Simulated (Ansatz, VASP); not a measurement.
## One calculation of Zn4HO4, two programs

INCAR

```
PREC = Accurate ; ENCUT = 520
EDIFF = 1E-6 ; ISMEAR = 0
SIGMA = 0.05 ; LREAL = False
LASPH = True ; NELM = 80
ALGO = Normal ; ISIF = 2
LWAVE = False ; LCHARG = False
GGA = PE ; NBANDS = 46
```

KPOINTS

```
Automatic mesh
0
Gamma
  4 4 8
```

File POSCAR:

```
Zn4HO4
1.0
    5.6098780345      0.0000000000      0.0000000000
    0.0000000000      5.6098780345      0.0000000000
    0.0000000000      0.0000000000      3.2790255992
Zn O H
4 4 1
Direct
    0.1816262562      0.1816262562      0.5000000000
    0.8183737438      0.8183737438      0.5000000000
    0.6816262562      0.3183737438      0.0000000000
    0.3183737438      0.6816262562      0.0000000000
    0.8184651117      0.1815348883      0.5000000000
    0.1815348883      0.8184651117      0.5000000000
    0.6815348883      0.6815348883      0.0000000000
    0.3184651117      0.3184651117      0.0000000000
    0.9999176225      0.3183737438      0.3750000000
```

Input for Ansatz:

```yaml
crystal:
  lattice:
    - [5.6098780345, 0.0, 0.0]
    - [0.0, 5.6098780345, 0.0]
    - [0.0, 0.0, 3.2790255992]
  atoms:
    - { symbol: Zn, position: [0.1816262562, 0.1816262562, 0.5] }
    - { symbol: Zn, position: [0.8183737438, 0.8183737438, 0.5] }
    - { symbol: Zn, position: [0.6816262562, 0.3183737438, 0.0] }
    - { symbol: Zn, position: [0.3183737438, 0.6816262562, 0.0] }
    - { symbol: O, position: [0.8184651117, 0.1815348883, 0.5] }
    - { symbol: O, position: [0.1815348883, 0.8184651117, 0.5] }
    - { symbol: O, position: [0.6815348883, 0.6815348883, 0.0] }
    - { symbol: O, position: [0.3184651117, 0.3184651117, 0.0] }
    - { symbol: H, position: [0.9999176225, 0.3183737438, 0.375] }
basis:
  ecutwfc: 420
kpoints:
  mp_grid: { grid: [4, 4, 8] }
hamiltonian:
  xc: pbe
  pseudopotentials: { kind: paw, azcp: { folder: soft_1 } }
scf:
  occupations: { method: gaussian, width: 0.05 }
output:
  forces: true
  stress: true
  eigenvalues: true
```

Alike in both runs: task single point; functional PBE; k mesh 4 × 4 × 8; occupations gaussian, width 0.05 eV; no spin polarisation.

|  | VASP | Ansatz |
| --- | --- | --- |
| version | VASP 6.6.1 | Ansatz 0.2.0 |
| potentials or method | VASP PAW PBE potentials, release 64 (Zn, O, H), cutoff 520 eV | scalar-relativistic, plane waves, PAW |
| valence electrons in the cell | 73 | 73 |

```csv
,VASP,Ansatz,Ansatz less VASP
gap on the k mesh at the Fermi level (eV),none,none,-
pressure (GPa),10.5,9.6,-0.88
"traceless stress, the component that is largest in VASP (GPa)",5.16,5.11,-0.051
rms of the force components (eV/Å),1.582,1.555,-0.0278
```

Atom by atom the forces differ by 0.031 eV/Å (rms over components). A gap of «none» marks a metal or a gap that the smearing closes. With one functional, cell and mesh, what is left measures potentials, basis and numerics.
